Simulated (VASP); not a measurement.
# Os (P6_3/mmc) in VASP: a series of runs

The runs below take Os through single point, with PBE.

Program: VASP 6.6.1. These are calculated values, not measurements. Logs are shortened: lines on timing, memory, paths and dates and some standing lists are left out, and cuts for length are marked.

## Step 1: The cell of the first run

The structure is hexagonal, space group P6_3/mmc (No. 194). Conventional cell: a = 2.679 Å, b = 2.679 Å, c = 4.232 Å, α = 90.00°, β = 90.00°, γ = 120.00°. Os (site symmetry -6m2) has 12 Os at 2.62 to 2.68 Å within 3.5 Å.

## Step 2: Single point, PBE (13.15 Å³/atom)

INCAR reads:

```
SYSTEM = Os
PREC = Accurate
ENCUT = 520
EDIFF = 1E-6
ISMEAR = -1
SIGMA = 0.08
LREAL = .False.
LASPH = .True.
NELM = 60
ALGO = Normal
ISIF = 2
LWAVE = .False.
LCHARG = .False.
GGA = PE
NBANDS = 15
```

KPOINTS reads:

```
regular mesh
0
Gamma
  17 17 10
  0 0 0
```

POSCAR reads:

```
Os
1.0
    2.6787611451      0.0000000000      0.0000000000
   -1.3393805726      2.3198752024      0.0000000000
    0.0000000000      0.0000000000      4.2322682500
Os
2
Direct
    0.3333333333      0.6666666667      0.2500000000
    0.6666666667      0.3333333333      0.7500000000
```

Potentials or basis: VASP PAW PBE potentials, release 64 (Os).

The run is started by

```sh
cat potpaw_PBE.64/Os/POTCAR > POTCAR
mpirun -np 1 vasp_std > vasp.out
```

OUTCAR:

```text
SYSTEM = Os
   PREC = Accurate
   ENCUT = 520
   EDIFF = 1E-6
   ISMEAR = -1
   LREAL = .False.
   LASPH = .True.
   NELM = 60
   ISIF = 2
   GGA = PE

 ion  position               nearest neighbor table
   1  0.333  0.667  0.250-   2 2.62   2 2.62   2 2.62   2 2.62   2 2.62   2 2.62
   2  0.667  0.333  0.750-   1 2.62   1 2.62   1 2.62   1 2.62   1 2.62   1 2.62

  LATTYP: Found a hexagonal cell.
 ALAT       =     2.6787611451
 C/A-ratio  =     1.5799349105

  Lattice vectors:

 A1 = (   2.6787611451,   0.0000000000,   0.0000000000)
 A2 = (  -1.3393805726,   2.3198752024,   0.0000000000)
 A3 = (   0.0000000000,   0.0000000000,   4.2322682500)

Analysis of symmetry for initial positions (statically):
=====================================================================
 Subroutine PRICEL returns:
 Original cell was already a primitive cell.

 Routine SETGRP: Setting up the symmetry group for a
 hexagonal supercell.

 Subroutine GETGRP returns: Found 24 space group operations
 (whereof 12 operations were pure point group operations)
 out of a pool of 24 trial point group operations.

The static configuration has the point symmetry D_3d.
 The point group associated with its full space group is D_6h.

Analysis of symmetry for dynamics (positions and initial velocities):
=====================================================================
 Subroutine PRICEL returns:
 Original cell was already a primitive cell.

 Routine SETGRP: Setting up the symmetry group for a
 hexagonal supercell.

 Subroutine GETGRP returns: Found 24 space group operations
 (whereof 12 operations were pure point group operations)
 out of a pool of 24 trial point group operations.

The dynamic configuration has the point symmetry D_3d.
 The point group associated with its full space group is D_6h.

 Subroutine INISYM returns: Found 24 space group operations
 (whereof 12 operations are pure point group operations),
 and found     1 'primitive' translations

----------------------------------------------------------------------------------------

                                     Primitive cell

  volume of cell :      26.3010

  direct lattice vectors                    reciprocal lattice vectors
     2.678761145  0.000000000  0.000000000     0.373306893  0.215528835  0.000000000
    -1.339380573  2.319875202  0.000000000     0.000000000  0.431057670  0.000000000
     0.000000000  0.000000000  4.232268250     0.000000000  0.000000000  0.236279919

  length of vectors
     2.678761145  2.678761145  4.232268250     0.431057670  0.431057670  0.236279919

  position of ions in fractional coordinates (direct lattice)
     0.333333333  0.666666667  0.250000000
     0.666666667  0.333333333  0.750000000

  ion indices of the primitive-cell ions
   primitive index   ion index
                 1           1
                 2           2

----------------------------------------------------------------------------------------

 KPOINTS: regular mesh

Automatic generation of k-mesh.
 Grid dimensions read from file:
 generate k-points for:   17   17   10

 Generating k-lattice:

  Cartesian coordinates                     Fractional coordinates (reciprocal lattice)
     0.021959229  0.012678167  0.000000000     0.058823529  0.000000000  0.000000000
     0.000000000  0.025356334  0.000000000     0.000000000  0.058823529  0.000000000
     0.000000000  0.000000000  0.023627992     0.000000000  0.000000000  0.100000000

  Length of vectors
     0.025356334  0.025356334  0.023627992

  Shift w.r.t. Gamma in fractional coordinates (k-lattice)
     0.000000000  0.000000000  0.000000000

 Subroutine IBZKPT returns following result:
 ===========================================

 Found    198 irreducible k-points:

 Following reciprocal coordinates:
            Coordinates               Weight
  0.000000  0.000000  0.000000      1.000000
  0.058824  0.000000  0.000000      6.000000
  0.117647  0.000000  0.000000      6.000000
  0.176471  0.000000  0.000000      6.000000
  0.235294  0.000000  0.000000      6.000000
  0.294118 -0.000000  0.000000      6.000000
[... 16 lines left out ...]
  0.411765  0.117647  0.000000     12.000000
  0.176471  0.176471  0.000000      6.000000
 [... further k-points ...]
   k-points           NKPTS =    198   k-points in BZ     NKDIM =    198   number of bands    NBANDS=     15
   number of dos      NEDOS =    301   number of ions     NIONS =      2
   total plane-waves  NPLWV =  12800
   dimension x,y,z NGX =    20 NGY =   20 NGZ =   32
   dimension x,y,z NGXF=    40 NGYF=   40 NGZF=   64
   ions per type =               2
   NGX,Y,Z   is equivalent  to a cutoff of  12.41, 12.41, 12.57 a.u.
   NGXF,Y,Z  is equivalent  to a cutoff of  24.82, 24.82, 25.14 a.u.
 SYSTEM =  Os
   PREC   = accura    normal or accurate (medium, high low for compatibility)
   ISTART =      0    job   : 0-new  1-cont  2-samecut
   ICHARG =      2    charge: 1-file 2-atom 10-const
   ISPIN  =      1    spin polarized calculation?
   LNONCOLLINEAR =      F non collinear calculations
   LSORBIT =      F    spin-orbit coupling
   LASPH  =      T    aspherical Exc in radial PAW
   ENCUT  =  520.0 eV  38.22 Ry    6.18 a.u.   4.98  4.98  7.87*2*pi/ulx,y,z
   NELM   =     60;   NELMIN=  2; NELMDL= -5     # of ELM steps
   EDIFF  = 0.1E-05   stopping-criterion for ELM
   LREAL  =      F    real-space projection
[... 7 lines left out ...]
   TEBEG  =    0.0;   TEEND  =   0.0 temperature during run
   PSTRESS=    0.0 pullay stress
   NELECT =      16.0000    total number of electrons
   NUPDOWN=      -1.0000    fix difference up-down
   EMIN   =  10.00;   EMAX   =-10.00  energy-range for DOS
   EFERMI =   0.00;   METHOD = LEGACY
   ISMEAR =    -1;   SIGMA  =   0.08  broadening in eV -4-tet -1-fermi 0-gaus
   EFERMI_NEDOS =   21; number of points for ismear=-14 and -15
   IALGO  =     38    algorithm
   IMIX   =      4    mixing-type and parameters
     AMIX     =   0.40;   BMIX     =  1.00
     AMIX_MAG =   1.60;   BMIX_MAG =  1.00
  volume/ion in A,a.u.               =      13.15        88.74
  Fermi-wavevector in a.u.,A,eV,Ry     =   1.387153  2.621338 26.180224  1.924192
  Thomas-Fermi vector in A             =   2.511401
   LORBIT       =      0    0 simple, 1 ext, 2 COOP (PROOUT), +10 PAW based schemes
   GGA     = PE    functional components
   LHFCALC =     F    Hartree Fock is set to
   AEXX    =    0.0000 exact exchange contribution
   IVDW    =     0    specifies the selected vdW correction
   LEPSILON=     F    determine dielectric tensor
   LRPA    =     F    only Hartree local field effects (RPA)
 non-spin polarized calculation
  energy-cutoff  :      520.00
  volume of cell :       26.30
 maximum number of plane-waves:       728
 NGX is ok and might be reduce to    20
   NGX =  9   NGY =  9   NGZ = 15

 number of electron      16.0000001 magnetization

 Free energy of the ion-electron system (eV)
  ---------------------------------------------------
  ext. energy  EPLUGINS =         0.00000000
  ---------------------------------------------------
  free energy    TOTEN  =       -22.24578203 eV

  energy without entropy =      -22.22106411  energy(sigma->0) =      -22.23342307

 E-fermi :  10.4865     XC(G=0): -14.4184

 val. band max:       10.4852331286   @ k =   0.0000   0.0000   0.0000
 cond. band min:      10.4942412035   @ k =   0.1765   0.0588   0.3000
 fundamental gap:      0.0090080750
 Fermi energy:        10.4865099572

 k-point     1 :       0.0000    0.0000    0.0000
  band No.  band energies     occupation
      1      -1.0779      2.00000
      2       2.0268      2.00000
      3       7.0761      2.00000
      4       7.0761      2.00000
      5       7.3679      2.00000
      6       8.0093      2.00000
      7       8.0093      2.00000
      8       8.7315      2.00000
      9       8.7315      2.00000
     10      10.4852      1.00798
     11      12.2893      0.00000
     12      12.2893      0.00000
     13      20.2718      0.00000
     14      24.4302      0.00000
     15      27.2449      0.00000

 k-point     2 :       0.0588    0.0000    0.0000
  band No.  band energies     occupation
      1      -0.9267      2.00000
      2       2.1619      2.00000
      3       6.7369      2.00000
      4       7.2110      2.00000
      5       7.6629      2.00000
      6       7.9155      2.00000
      7       8.1359      2.00000
      8       8.5409      2.00000
      9       8.6189      2.00000
     10       9.7831      1.99970
     11      12.3706      0.00000
     12      13.2151      0.00000
     13      20.2695      0.00000
     14      24.7555      0.00000
     15      27.4461      0.00000

 k-point     3 :       0.1176    0.0000    0.0000
  band No.  band energies     occupation
      1      -0.4887      2.00000
      2       2.5355      2.00000
      3       6.2435      2.00000
      4       7.6102      2.00000
      5       7.6344      2.00000
      6       7.7945      2.00000
      7       8.1258      2.00000
      8       8.3255      2.00000
      9       8.5091      2.00000
     10       9.0832      2.00000
     11      12.5728      0.00000
     12      14.7720      0.00000
     13      20.2257      0.00000
     14      25.6447      0.00000
     15      27.9596      0.00000
[... 343 lines left out ...]
 k-point    23 :       0.4118    0.1176    0.0000
  band No.  band energies     occupation
      1       3.0355      2.00000
      2       3.3157      2.00000
      3       3.4123      2.00000
      4       6.4610      2.00000
      5       6.8054      2.00000
      6       7.5375      2.00000
      7       8.4487      2.00000
      8      12.4569      0.00000
      9      12.7724      0.00000
     10      13.2050      0.00000
     11      15.2660      0.00000
     12      17.2672      0.00000
     13      20.6743      0.00000
     14      21.0597      0.00000
     15      23.8075      0.00000

 k-point    24 :       0.1765    0.1765    0.0000
  band No.  band energies     occupation
      1       2.2112      2.00000
      2       4.1747      2.00000
      3       4.7713      2.00000
      4       4.7930      2.00000
      5       6.6773      2.00000
      6       7.2221      2.00000
      7       8.3743      2.00000
      8       9.5071      1.99999
      9      10.7346      0.08611
     10      11.7721      0.00000
     11      12.9658      0.00000
     12      19.6819      0.00000
     13      20.3519      0.00000
     14      24.0944      0.00000
     15      24.5209      0.00000

 [... further k-points ...]

------------------------ aborting loop because EDIFF is reached ----------------------------------------

  FORCE on cell =-STRESS in cart. coord.  units (eV):
  Direction    XX          YY          ZZ          XY          YZ          ZX
  --------------------------------------------------------------------------------------
  -------------------------------------------------------------------------------------
  Total        6.5773411      6.5773411      6.8744760     -0.0000000     -0.0000000      0.0000000
  in kB      400.6721396    400.6721396    418.7727197     -0.0000000     -0.0000000      0.0000000
  external PRESSURE =     406.7056663 kB  Pullay stress =       0.0000000 kB

 VOLUME and BASIS-vectors are now :
 -----------------------------------------------------------------------------
  energy-cutoff  :      520.00
  volume of cell :       26.30
      direct lattice vectors                 reciprocal lattice vectors
     2.678761145  0.000000000  0.000000000     0.373306893  0.215528835  0.000000000
    -1.339380573  2.319875202  0.000000000     0.000000000  0.431057670  0.000000000
     0.000000000  0.000000000  4.232268250     0.000000000  0.000000000  0.236279919

 POSITION                                       TOTAL-FORCE (eV/Angst)
 -----------------------------------------------------------------------------------
     -0.00000      1.54658      1.05807        -0.000000      0.000000      0.000000
      1.33938      0.77329      3.17420         0.000000     -0.000000      0.000000
 -----------------------------------------------------------------------------------
    total drift:                               -0.000000      0.000000     -0.000000

  FREE ENERGIE OF THE ION-ELECTRON SYSTEM (eV)
  ---------------------------------------------------
  free  energy   TOTEN  =       -22.2457820337 eV

  energy  without entropy=      -22.2210641052  energy(sigma->0) =      -22.23342307
```

Wall time 96 s (1 thread of Intel Xeon 8259CL, shared host); peak memory 0.19 GiB.

Results:

* Free energy: -22.2458 eV
* Pressure: 40.7 GPa
* Band gap on the k mesh: zero (bands 8 and 9 overlap by 4.33 eV)

Stress tensor (GPa, compression positive):
```
40.07  0.00  0.00
 0.00 40.07  0.00
 0.00  0.00 41.88
```

Caveat: the cell stands under pressure; spin-orbit coupling is left out, which moves the levels of the heavy elements.

## Step 3: Single point, PBE (13.56 Å³/atom)

This run uses another cell than the first one, of 13.56 Å³/atom.

INCAR is that of step 2.

KPOINTS reads:

```
Automatic mesh
0
Gamma
  17 17 10
  0 0 0
```

POSCAR reads:

```
Os
1.0
    2.7064809157      0.0000000000      0.0000000000
   -1.3532404579      2.3438812279      0.0000000000
    0.0000000000      0.0000000000      4.2760636833
Os
2
Direct
    0.3333333333      0.6666666667      0.2500000000
    0.6666666667      0.3333333333      0.7500000000
```

Potentials or basis: VASP PAW PBE potentials, release 64 (Os).

The run is started by

```sh
cat potpaw_PBE.64/Os/POTCAR > POTCAR
mpirun -np 1 vasp_std > vasp.out
```

It took 86 s on 1 thread of Intel Xeon 8259CL, shared host; peak memory 0.19 GiB.

It converged, with:

```yaml
Free_energy: -22.4103 eV
Pressure: 23.5 GPa
Band_gap_on_the_k_mesh: zero (bands 8 and 9 overlap by 4.12 eV)
```

Stress tensor (GPa, compression positive):
```
23.27  0.00  0.00
 0.00 23.27  0.00
 0.00  0.00 23.94
```

Levels at points of the mesh, in eV from the Fermi level:
```csv
k point,band 5,band 6,band 7,band 8,band 9,band 10,band 11,band 12
"(0.00, 0.00, 0.00)",-2.98,-2.36,-2.36,-1.68,-1.68,-0.01,1.72,1.72
"(0.00, 0.00, 0.50)",-3.45,-3.45,-3.45,-3.45,0.90,0.90,0.90,0.90
```

Caveat: the cell stands under pressure; spin-orbit coupling is left out, which moves the levels of the heavy elements.

## Step 4: Single point, PBE

This run uses another cell than the first one, of 13.98 Å³/atom.

INCAR reads:

```
  PREC = Accurate
  ENCUT = 520
  EDIFF = 1E-6
  ISMEAR = -1
  SIGMA = 0.08
  LREAL = False
  LASPH = True
  NELM = 60
  ALGO = Normal
  ISIF = 2
  LWAVE = False
  LCHARG = False
  GGA = PE
  NBANDS = 15
```

KPOINTS reads:

```
Automatic mesh
0
Gamma
  17 17 10
```

POSCAR reads:

```
Os
1.0
    2.7340999755      0.0000000000      0.0000000000
   -1.3670499878      2.3678000353      0.0000000000
    0.0000000000      0.0000000000      4.3197000000
Os
2
Direct
    0.3333333333      0.6666666667      0.2500000000
    0.6666666667      0.3333333333      0.7500000000
```

The run is started by

```sh
cat potpaw_PBE.64/Os/POTCAR > POTCAR
mpirun -np 1 vasp_std > vasp.out
```

Run time: 88 s. Hardware: 1 thread of Intel Xeon 8259CL, shared host; peak memory 0.19 GiB.

It converged, with:

```
Free energy            : -22.4943 eV
Pressure               : 8.8 GPa
Band gap on the k mesh : zero (bands 8 and 9 overlap by 3.92 eV)
```

Stress tensor (GPa, compression positive):
```
8.88 0.00 0.00
0.00 8.88 0.00
0.00 0.00 8.60
```

Levels at points of the mesh, in eV from the Fermi level:
```csv
k point,band 5,band 6,band 7,band 8,band 9,band 10,band 11,band 12
"(0.00, 0.00, 0.00)",-2.84,-2.26,-2.26,-1.60,-1.60,-0.01,1.65,1.65
"(0.00, 0.00, 0.50)",-3.29,-3.29,-3.29,-3.29,0.85,0.85,0.85,0.85
```

Caveat: the cell stands under pressure; spin-orbit coupling is left out, which moves the levels of the heavy elements.

## Step 5: Single point, PBE (14.40 Å³/atom)

This run uses another cell than the first one, of 14.40 Å³/atom.

INCAR reads:

```
SYSTEM = Os
ALGO     = Normal         ! electronic algorithm
EDIFF    = 1E-6           ! SCF threshold, eV
ENCUT    = 520            ! plane-wave cutoff, eV
GGA      = PE             ! functional
ISIF     = 2              ! what is computed and relaxed
ISMEAR   = -1             ! smearing method
LASPH    = .True.         ! aspherical terms in the spheres
LCHARG   = .False.        ! write CHGCAR
LREAL    = .False.        ! projectors in reciprocal space
LWAVE    = .False.        ! write WAVECAR
NBANDS   = 15             ! bands
NELM     = 60             ! most SCF steps
PREC     = Accurate       ! precision mode
SIGMA    = 0.08           ! smearing width, eV
```

KPOINTS reads:

```
k-points
0
Gamma
  17 17 10
  0 0 0
```

POSCAR reads:

```
Os
1.0
    2.7611720329      0.0000000000      0.0000000000
   -1.3805860165      2.3912451248      0.0000000000
    0.0000000000      0.0000000000      4.3624720886
Os
2
Direct
    0.3333333333      0.6666666667      0.2500000000
    0.6666666667      0.3333333333      0.7500000000
```

The run is started by

```sh
cat potpaw_PBE.64/Os/POTCAR > POTCAR
mpirun -np 1 vasp_std > vasp.out
```

Wall time 100 s (1 thread of Intel Xeon 8259CL, shared host); peak memory 0.21 GiB.

The run converged. Its results:

```yaml
Free_energy: -22.5078 eV
Pressure: -3.6 GPa
Band_gap_on_the_k_mesh: zero (bands 8 and 9 overlap by 3.74 eV)
```

Stress tensor (GPa, compression positive):
```
-3.21  0.00  0.00
 0.00 -3.21  0.00
 0.00  0.00 -4.28
```

Levels at points of the mesh, in eV from the Fermi level:
```csv
k point,band 6,band 7,band 8,band 9,band 10,band 11
"(0.00, 0.00, 0.00)",-2.16,-2.16,-1.53,-1.53,-0.01,1.58
"(0.00, 0.00, 0.50)",-3.15,-3.15,-3.15,0.81,0.81,0.81
```

Caveat: the cell stands under tension; spin-orbit coupling is left out, which moves the levels of the heavy elements.

## Step 6: Overview

| cell | gap on the mesh (eV) | pressure (GPa) |
| --- | --- | --- |
| a = 2.679, b = 2.679, c = 4.232 Å, angles 90.0, 90.0, 120.0°, 2 atoms | none | 40.7 |
| a = 2.706, b = 2.706, c = 4.276 Å, angles 90.0, 90.0, 120.0°, 2 atoms | none | 23.5 |
| a = 2.734, b = 2.734, c = 4.320 Å, angles 90.0, 90.0, 120.0°, 2 atoms | none | 8.8 |
| a = 2.761, b = 2.761, c = 4.362 Å, angles 90.0, 90.0, 120.0°, 2 atoms | none | -3.6 |

Alike in all rows: task single point; level PBE; potentials or basis VASP PAW PBE potentials, release 64 (Os); no spin polarisation; k mesh 17 × 17 × 10; cutoff (eV) 520; smearing fermi-dirac 0.08 eV.

Caveats: spin-orbit coupling is left out, which moves the levels of the heavy elements; the cell stands under pressure (at least some runs); the cell stands under tension (at least some runs).

Absolute energies hang on the potentials; compare differences alone.
